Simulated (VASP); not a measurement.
Input of a VASP 6.6.1 run:

INCAR

```
PREC = Accurate
ENCUT = 520
EDIFF = 1E-7
ISMEAR = 0
SIGMA = 0.1
LREAL = False
LASPH = True
NELM = 150
ALGO = Normal
ISIF = 2
LWAVE = False
LCHARG = False
ISPIN = 2
MAGMOM = 0 0 0 0 1 1
LORBIT = 11
GGA = PE
NBANDS = 27
```

Contents of KPOINTS:

```
Automatic mesh
0
Gamma
  6 6 6
```

The input POSCAR:

```
Si2O
1.0
   -3.2716576300      3.3590613200      1.9541120500
    3.2716576300     -3.3590613200      1.9541120500
    3.2716576300      3.3590613200     -1.9541120500
Si O
4 2
Direct
    0.8154078200      0.0676450300      0.9209450600
    0.8154078200      0.3944627600      0.2477627900
    0.1466999600      0.8944627600      0.0790549400
    0.1466999600      0.5676450300      0.7522372100
    0.5622307800      0.7878922100      0.2743385700
    0.5135536500      0.2878922100      0.7256614300
```

Potentials or basis: VASP PAW PBE potentials, release 64 (Si, O).

The run is started by

```bash
$ cat potpaw_PBE.64/Si/POTCAR potpaw_PBE.64/O/POTCAR > POTCAR
$ mpirun -np 1 vasp_std > vasp.out
```

Task: Estimate the band gap on the k mesh.

Result: Zero (filled and empty bands overlap).

Task: Estimate the net moment.

Result: 0.00 μB per cell.

Task: Predict the pressure.

Result: 8.4 GPa.

Forces on the atoms (eV/Å):
```
Si  -3.319  2.044 -0.433
Si   3.319  2.044 -0.433
Si   3.319 -2.044 -0.433
Si  -3.319 -2.044 -0.433
O    0.000 -0.548  0.866
O    0.000  0.548  0.866
```

Caveat: the stress differs along the axes, from -2 to 23 GPa; forces of over 1 eV/Å act on the atoms, so gaps and moduli don't describe the material at rest.
